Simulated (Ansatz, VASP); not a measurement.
**One calculation of Li3IF2, two programs**

```xyz
6
Lattice="6.1803 0.0000 0.0000 -3.0902 5.3523 0.0000 0.0000 0.0000 4.7229" Properties=species:S:1:pos:R:3 pbc="T T T"
Li    3.0902    0.0000    2.3615
Li   -1.5451    2.6762    2.3615
Li    1.5451    2.6762    2.3615
I     0.0000    0.0000    2.3615
F     0.0000    3.5682    2.3615
F     3.0902    1.7841    2.3615
```

Alike in both runs: functional PBE; k mesh 6 × 6 × 4; occupations gaussian, width 0.1 eV; no spin polarisation.

Ansatz relaxed the structure, and its values are those at the end. VASP's run is a single point on that final structure, the one shown.

```csv
,VASP,Ansatz
version,VASP 6.6.1,Ansatz 0.2.0
potentials or method,"VASP PAW PBE potentials, release 64 (Li_sv, I, F), cutoff 520 eV","scalar-relativistic, plane waves, PAW"
valence electrons in the cell,30,40
```

|  | VASP | Ansatz | Ansatz less VASP |
| --- | --- | --- | --- |
| gap on the k mesh at the Fermi level (eV) | 3.50 | 3.49 | -0.002 |
| least direct gap on the mesh (eV) | 3.50 | 3.49 | -0.002 |

VASP's potentials hold 30 valence electrons a cell and Ansatz's 40, so a difference there can come from the potentials and not from the codes.

Neither program's run includes spin-orbit coupling. Noted on VASP's run: the cutoff is short for stress, so the pressure is rough.
